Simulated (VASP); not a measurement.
# Al2O3 (P-6m2) in VASP: single point with PBEsol

Aim: the single point of Al2O3 with PBEsol.

Program: VASP 6.6.1. These are calculated values, not measurements. Logs are shortened: lines on timing, memory, paths and dates and some standing lists are left out, and cuts for length are marked.

### Step 1. The cell of the first run

It takes space group P-6m2 (No. 187, hexagonal). Conventional cell: a = 2.884 Å, b = 2.884 Å, c = 9.337 Å, α = 90.00°, β = 90.00°, γ = 120.00°. Within 2.4 Å of Al (site symmetry 3m) lie 6 O at 1.80 to 2.18 Å. O (site symmetry 3m) has 3 Al at 1.80 Å within 2.4 Å. Within 2.9 Å of O (site symmetry -6m2) lie 6 Al at 2.18 Å and 12 O at 2.66 to 2.88 Å.

### Step 2. Single point, PBEsol

File INCAR:

```
ALGO = Normal
EDIFF = 1E-6
ENCUT = 600
GGA = PS
GGA_COMPAT = F
ISIF = 2
ISMEAR = 0
LASPH = T
LCHARG = T
LELF = T
LREAL = F
LVHAR = T
LWAVE = F
NBANDS = 20
NELM = 120
PREC = Accurate
SIGMA = 0.01
```

File KPOINTS:

```
k-points
0
Gamma
  6 6 2
```

File POSCAR:

```
Al2O3
1.0
    2.8843250000      0.0000000000      0.0000000000
   -1.4421620000      2.4978990000      0.0000000000
    0.0000000000      0.0000000000      9.3367540000
Al O
2 3
Direct
    0.0000000000      0.0000000000      0.1499920000
    0.0000000000      0.0000000000      0.8500080000
    0.3333333333      0.6666666667      0.2223170000
    0.6666666667      0.3333333333      0.0000000000
    0.3333333333      0.6666666667      0.7776830000
```

Potentials or basis: VASP PAW PBE potentials, release 64 (Al, O).

Run with:

```bash
> cat potpaw_PBE.64/Al/POTCAR potpaw_PBE.64/O/POTCAR > POTCAR
> mpirun -np 1 vasp_std > vasp.out
```

OUTCAR:

```text
EDIFF = 1E-6
   ENCUT = 600
   GGA = PS
   ISIF = 2
   ISMEAR = 0
   LASPH = T
   LREAL = F
   NELM = 120
   PREC = Accurate

 ion  position               nearest neighbor table
   1  0.000  0.000  0.150-   3 1.80   3 1.80   3 1.80   4 2.18   4 2.18   4 2.18   2 2.80
   2  0.000  0.000  0.850-   5 1.80   5 1.80   5 1.80   4 2.18   4 2.18   4 2.18   1 2.80
   3  0.333  0.667  0.222-   1 1.80   1 1.80   1 1.80
   4  0.667  0.333  0.000-   1 2.18   2 2.18   1 2.18   2 2.18   1 2.18   2 2.18
   5  0.333  0.667  0.778-   2 1.80   2 1.80   2 1.80

  LATTYP: Found a hexagonal cell.
 ALAT       =     2.8843250000
 C/A-ratio  =     3.2370672514

  Lattice vectors:

 A1 = (   2.8843250000,   0.0000000000,   0.0000000000)
 A2 = (  -1.4421620000,   2.4978990000,   0.0000000000)
 A3 = (   0.0000000000,   0.0000000000,   9.3367540000)

Analysis of symmetry for initial positions (statically):
=====================================================================
 Subroutine PRICEL returns:
 Original cell was already a primitive cell.

 Routine SETGRP: Setting up the symmetry group for a
 hexagonal supercell.

 Subroutine GETGRP returns: Found 12 space group operations
 (whereof 12 operations were pure point group operations)
 out of a pool of 24 trial point group operations.

The static configuration has the point symmetry D_3h.

Analysis of symmetry for dynamics (positions and initial velocities):
=====================================================================
 Subroutine PRICEL returns:
 Original cell was already a primitive cell.

 Routine SETGRP: Setting up the symmetry group for a
 hexagonal supercell.

 Subroutine GETGRP returns: Found 12 space group operations
 (whereof 12 operations were pure point group operations)
 out of a pool of 24 trial point group operations.

The dynamic configuration has the point symmetry D_3h.

 Subroutine INISYM returns: Found 12 space group operations
 (whereof 12 operations are pure point group operations),
 and found     1 'primitive' translations

----------------------------------------------------------------------------------------

                                     Primitive cell

  volume of cell :      67.2690

  direct lattice vectors                    reciprocal lattice vectors
     2.884325000  0.000000000  0.000000000     0.346701568  0.200168152  0.000000000
    -1.442162000  2.497899000  0.000000000     0.000000000  0.400336443  0.000000000
     0.000000000  0.000000000  9.336754000     0.000000000  0.000000000  0.107103604

  length of vectors
     2.884325000  2.884324990  9.336754000     0.400336441  0.400336443  0.107103604

  position of ions in fractional coordinates (direct lattice)
     0.000000000  0.000000000  0.149992000
     0.000000000  0.000000000  0.850008000
     0.333333333  0.666666667  0.222317000
     0.666666667  0.333333333  0.000000000
     0.333333333  0.666666667  0.777683000

  ion indices of the primitive-cell ions
   primitive index   ion index
                 1           1
                 2           2
                 3           3
                 4           4
                 5           5

----------------------------------------------------------------------------------------

 KPOINTS: k-points

Automatic generation of k-mesh.
 Grid dimensions read from file:
 generate k-points for:    6    6    2

 Generating k-lattice:

  Cartesian coordinates                     Fractional coordinates (reciprocal lattice)
     0.057783595  0.033361359  0.000000000     0.166666667  0.000000000  0.000000000
     0.000000000  0.066722740  0.000000000     0.000000000  0.166666667  0.000000000
     0.000000000  0.000000000  0.053551802     0.000000000  0.000000000  0.500000000

  Length of vectors
     0.066722740  0.066722740  0.053551802

  Shift w.r.t. Gamma in fractional coordinates (k-lattice)
     0.000000000  0.000000000  0.000000000

 Subroutine IBZKPT returns following result:
 ===========================================

 Found     14 irreducible k-points:

 Following reciprocal coordinates:
            Coordinates               Weight
  0.000000  0.000000  0.000000      1.000000
  0.166667  0.000000  0.000000      6.000000
  0.333333 -0.000000  0.000000      6.000000
  0.500000 -0.000000  0.000000      3.000000
  0.166667  0.166667  0.000000      6.000000
  0.333333  0.166667  0.000000     12.000000
  0.333333  0.333333  0.000000      2.000000
  0.000000  0.000000  0.500000      1.000000
  0.166667  0.000000  0.500000      6.000000
  0.333333 -0.000000  0.500000      6.000000
  0.500000 -0.000000  0.500000      3.000000
  0.166667  0.166667  0.500000      6.000000
  0.333333  0.166667  0.500000     12.000000
  0.333333  0.333333  0.500000      2.000000
   k-points           NKPTS =     14   k-points in BZ     NKDIM =     14   number of bands    NBANDS=     20
   number of dos      NEDOS =    301   number of ions     NIONS =      5
   total plane-waves  NPLWV =  46080
   dimension x,y,z NGX =    24 NGY =   24 NGZ =   80
   dimension x,y,z NGXF=    48 NGYF=   48 NGZF=  160
   ions per type =               2   3
   NGX,Y,Z   is equivalent  to a cutoff of  13.83, 13.83, 14.24 a.u.
   NGXF,Y,Z  is equivalent  to a cutoff of  27.67, 27.67, 28.49 a.u.
 SYSTEM =  unknown system
   PREC   = accura    normal or accurate (medium, high low for compatibility)
   ISTART =      0    job   : 0-new  1-cont  2-samecut
   ICHARG =      2    charge: 1-file 2-atom 10-const
   ISPIN  =      1    spin polarized calculation?
   LNONCOLLINEAR =      F non collinear calculations
   LSORBIT =      F    spin-orbit coupling
   LASPH  =      T    aspherical Exc in radial PAW
   ENCUT  =  600.0 eV  44.10 Ry    6.64 a.u.   5.76  5.76 18.65*2*pi/ulx,y,z
   NELM   =    120;   NELMIN=  2; NELMDL= -5     # of ELM steps
   EDIFF  = 0.1E-05   stopping-criterion for ELM
   LREAL  =      F    real-space projection
   EDIFFG = 0.1E-04   stopping-criterion for IOM
   NSW    =      0    number of steps for IOM
   IBRION =     -1    ionic relax: 0-MD 1-quasi-New 2-CG
   NFREE  =      0    steps in history (QN), initial steepest desc. (CG)
   ISIF   =      2    stress and relaxation
   ISYM   =      2    0-nonsym 1-usesym 2-fastsym
   POTIM  = 0.5000    time-step for ionic-motion
   TEBEG  =    0.0;   TEEND  =   0.0 temperature during run
   PSTRESS=    0.0 pullay stress
   NELECT =      24.0000    total number of electrons
   NUPDOWN=      -1.0000    fix difference up-down
   EMIN   =  10.00;   EMAX   =-10.00  energy-range for DOS
   EFERMI =   0.00;   METHOD = LEGACY
   ISMEAR =     0;   SIGMA  =   0.01  broadening in eV -4-tet -1-fermi 0-gaus
   EFERMI_NEDOS =   21; number of points for ismear=-14 and -15
   IALGO  =     38    algorithm
   IMIX   =      4    mixing-type and parameters
     AMIX     =   0.40;   BMIX     =  1.00
     AMIX_MAG =   1.60;   BMIX_MAG =  1.00
  volume/ion in A,a.u.               =      13.45        90.79
  Fermi-wavevector in a.u.,A,eV,Ry     =   1.161111  2.194181 18.343072  1.348178
  Thomas-Fermi vector in A             =   2.297686
   LORBIT       =      0    0 simple, 1 ext, 2 COOP (PROOUT), +10 PAW based schemes
   GGA     = PS    functional components
   LHFCALC =     F    Hartree Fock is set to
   AEXX    =    0.0000 exact exchange contribution
   IVDW    =     0    specifies the selected vdW correction
   LEPSILON=     F    determine dielectric tensor
   LRPA    =     F    only Hartree local field effects (RPA)
 non-spin polarized calculation
 Gauss-broadening in eV      SIGMA  =   0.01
  energy-cutoff  :      600.00
  volume of cell :       67.27
 maximum number of plane-waves:      2256
 NGX is ok and might be reduce to    24
   NGX = 11   NGY = 11   NGZ = 37

 number of electron      23.9999993 magnetization

 Free energy of the ion-electron system (eV)
  ---------------------------------------------------
  ext. energy  EPLUGINS =         0.00000000
  ---------------------------------------------------
  free energy    TOTEN  =       -38.13881578 eV

  energy without entropy =      -38.13881578  energy(sigma->0) =      -38.13881578

 E-fermi :   0.8481     XC(G=0):  -8.6143

 val. band max:        0.7993311504   @ k =   0.1667   0.0000   0.0000
 cond. band min:       5.5429822865   @ k =   0.0000   0.0000   0.0000
 fundamental gap:      4.7436511361
 Fermi energy:         0.8480752857

 k-point     1 :       0.0000    0.0000    0.0000
  band No.  band energies     occupation
      1     -17.8488      2.00000
      2     -16.8141      2.00000
      3     -15.6099      2.00000
      4      -4.2007      2.00000
      5      -1.3292      2.00000
      6      -0.6841      2.00000
[... 12 lines left out ...]
     19      15.5530      0.00000
     20      15.5629      0.00000

 k-point     2 :       0.1667    0.0000    0.0000
  band No.  band energies     occupation
      1     -17.5152      2.00000
      2     -16.5676      2.00000
      3     -15.4948      2.00000
      4      -4.0513      2.00000
      5      -2.2561      2.00000
      6      -1.5266      2.00000
[... 12 lines left out ...]
     19      13.9433      0.00000
     20      14.8277      0.00000

 k-point     3 :       0.3333   -0.0000    0.0000
  band No.  band energies     occupation
      1     -16.6829      2.00000
      2     -16.0197      2.00000
      3     -15.3385      2.00000
      4      -4.4635      2.00000
      5      -4.2583      2.00000
      6      -2.9600      2.00000
[... 12 lines left out ...]
     19      13.5679      0.00000
     20      14.5019      0.00000

 k-point     4 :       0.5000   -0.0000    0.0000
  band No.  band energies     occupation
      1     -16.0366      2.00000
      2     -15.7101      2.00000
      3     -15.4341      2.00000
      4      -5.1870      2.00000
      5      -5.0392      2.00000
      6      -3.6180      2.00000
[... 199 lines left out ...]
 k-point    13 :       0.3333    0.1667    0.5000
  band No.  band energies     occupation
      1     -16.1076      2.00000
      2     -15.7198      2.00000
      3     -15.3647      2.00000
      4      -4.7423      2.00000
      5      -4.6614      2.00000
      6      -3.4118      2.00000
[... 12 lines left out ...]
     19      13.8033      0.00000
     20      14.6305      0.00000

 k-point    14 :       0.3333    0.3333    0.5000
  band No.  band energies     occupation
      1     -15.5997      2.00000
      2     -15.5807      2.00000
      3     -15.5671      2.00000
      4      -4.7001      2.00000
      5      -4.3049      2.00000
      6      -3.3329      2.00000
[... 12 lines left out ...]
     19      13.6441      0.00000
     20      13.8623      0.00000

------------------------ aborting loop because EDIFF is reached ----------------------------------------

  FORCE on cell =-STRESS in cart. coord.  units (eV):
  Direction    XX          YY          ZZ          XY          YZ          ZX
  --------------------------------------------------------------------------------------
  -------------------------------------------------------------------------------------
  Total       -1.3507009     -1.3507012     -0.9794278     -0.0000003     -0.0000000      0.0000000
  in kB      -32.1702751    -32.1702823    -23.3274904     -0.0000064     -0.0000000      0.0000000
  external PRESSURE =     -29.2226826 kB  Pullay stress =       0.0000000 kB

 VOLUME and BASIS-vectors are now :
 -----------------------------------------------------------------------------
  energy-cutoff  :      600.00
  volume of cell :       67.27
      direct lattice vectors                 reciprocal lattice vectors
     2.884325000  0.000000000  0.000000000     0.346701568  0.200168152  0.000000000
    -1.442162000  2.497899000  0.000000000     0.000000000  0.400336443  0.000000000
     0.000000000  0.000000000  9.336754000     0.000000000  0.000000000  0.107103604

 POSITION                                       TOTAL-FORCE (eV/Angst)
 -----------------------------------------------------------------------------------
      0.00000      0.00000      1.40044        -0.000000      0.000000     -0.085628
      0.00000      0.00000      7.93632        -0.000000      0.000000      0.085628
      0.00000      1.66527      2.07572         0.000000      0.000000     -0.146721
      1.44216      0.83263      0.00000        -0.000000      0.000000     -0.000000
      0.00000      1.66527      7.26103         0.000000     -0.000000      0.146721
 -----------------------------------------------------------------------------------
    total drift:                                0.000024     -0.000014      0.000000

  FREE ENERGIE OF THE ION-ELECTRON SYSTEM (eV)
  ---------------------------------------------------
  free  energy   TOTEN  =       -38.1388157844 eV

  energy  without entropy=      -38.1388157844  energy(sigma->0) =      -38.13881578
```

Wall time 25 s (1 thread of Intel Xeon 6975P-C, shared host); peak memory 0.2 GiB.

Results:

* Free energy: -38.1388 eV
* Pressure: -2.9 GPa
* Largest force: 0.147 eV/Å
* Band gap on the k mesh: 4.74 eV, indirect (least direct gap 4.98 eV)

Forces in eV/Å, atoms in the order of the input:
```
Al   0.000  0.000 -0.086
Al   0.000  0.000  0.086
O    0.000  0.000 -0.147
O    0.000  0.000  0.000
O    0.000  0.000  0.147
```

Stress tensor (GPa, compression positive):
```
-3.22  0.00  0.00
 0.00 -3.22  0.00
 0.00  0.00 -2.33
```

Levels at points of the mesh, in eV from the valence-band top:
| k point | band 8 | band 9 | band 10 | band 11 | band 12 | band 13 | band 14 | band 15 | band 16 | band 17 |
| --- | --- | --- | --- | --- | --- | --- | --- | --- | --- | --- |
| (0.00, 0.00, 0.00) | -1.25 | -1.25 | -0.52 | -0.52 | -0.24 | 4.74 | 7.42 | 7.75 | 9.19 | 12.94 |
| (0.50, 0.00, 0.00) | -2.24 | -1.98 | -1.00 | -0.82 | -0.58 | 7.70 | 8.77 | 8.92 | 10.89 | 12.09 |
| (0.00, 0.00, 0.50) | -1.25 | -1.25 | -0.52 | -0.52 | -0.29 | 4.87 | 7.04 | 7.86 | 9.52 | 12.72 |
| (0.50, 0.00, 0.50) | -2.24 | -1.98 | -1.00 | -0.83 | -0.57 | 7.71 | 8.73 | 8.97 | 10.68 | 12.51 |

Caveat: the PAW data sets were made with another functional, which shifts forces and pressure a little. A k mesh can miss the band edges.
